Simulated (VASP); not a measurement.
Wanted: the native input for a VASP 6.6.1 run.

- Task: single point
- Functional: PBE
- Potentials or basis: VASP PAW PBE potentials, release 64 (Cu)
- Cutoff: 520 eV
- k mesh: 5 × 5 × 1
- Occupations: gaussian, width 0.1 eV
- Spin: no spin polarisation
- Dipole correction: yes
- Further INCAR settings: LREAL = Auto; ALGO = Normal; EDIFF = 1e-07; NBANDS = 168

The structure of Cu lies in POSCAR:

```
Cu
1.0
    7.6998589062      0.0000000000      0.0000000000
    0.0000000000      7.6998589062      0.0000000000
    0.0000000000      0.0000000000     17.4446224467
Cu
27
Direct
    0.0000000000      0.0000000000      0.0859863837
    0.1666666667      0.1666666667      0.1873444668
    1.0000000000      0.3333333333      0.0859863837
    0.1666666667      0.5000000000      0.1873444668
    1.0000000000      0.6666666667      0.0859863837
    0.1666666667      0.8333333333      0.1873444668
    0.3333333333      1.0000000000      0.0859863837
    0.5000000000      0.1666666667      0.1873444668
    0.3333333333      0.3333333333      0.0859863837
    0.5000000000      0.5000000000      0.1873444668
    0.3333333333      0.6666666667      0.0859863837
    0.5000000000      0.8333333333      0.1873444668
    0.6666666667      1.0000000000      0.0859863837
    0.8333333333      0.1666666667      0.1873444668
    0.6666666667      0.3333333333      0.0859863837
    0.8333333333      0.5000000000      0.1873444668
    0.6666666667      0.6666666667      0.0859863837
    0.8333333333      0.8333333333      0.1873444668
    0.0000000000      0.0000000000      0.2886984594
    1.0000000000      0.3333333333      0.2886984594
    1.0000000000      0.6666666667      0.2886984594
    0.3333333333      1.0000000000      0.2886984594
    0.3333333333      0.3333333333      0.2886984594
    0.3333333333      0.6666666667      0.2886984594
    0.6666666667      1.0000000000      0.2886984594
    0.6666666667      0.3333333333      0.2886984594
    0.6666666667      0.6666666667      0.2886984594
```

The input as run:

INCAR

```
PREC     = Accurate       # precision mode
ENCUT    = 520            # plane-wave cutoff, eV
EDIFF    = 1E-7           # SCF threshold, eV
ISMEAR   = 0              # smearing method
SIGMA    = 0.1            # smearing width, eV
LREAL    = Auto         
LASPH    = T              # aspherical terms in the spheres
NELM     = 80             # most SCF steps
ALGO     = Normal         # electronic algorithm
ISIF     = 2              # what is computed and relaxed
LWAVE    = F              # write WAVECAR
LCHARG   = T              # write CHGCAR
LDIPOL   = T            
IDIPOL   = 3            
DIPOL    = 0.5 0.5 0.187
GGA      = PE             # functional
LELF     = T              # ELF
LVHAR    = T            
LVACPOTAV= T            
NBANDS   = 168            # bands
```

KPOINTS

```
Automatic mesh
0
Gamma
  5 5 1
```

Potentials or basis: VASP PAW PBE potentials, release 64 (Cu).

Command:

```console
$ cat potpaw_PBE.64/Cu/POTCAR > POTCAR
$ mpirun -np 1 vasp_std > vasp.out
```

Results of the run:

- Largest force: 0.029 eV/Å
- Band gap on the k mesh: zero (an odd number of electrons rules out a gap without spin polarisation)

Wall time 76 min on 1 thread of Intel Xeon 8259CL, on a shared host, peak memory 1.3 GiB.
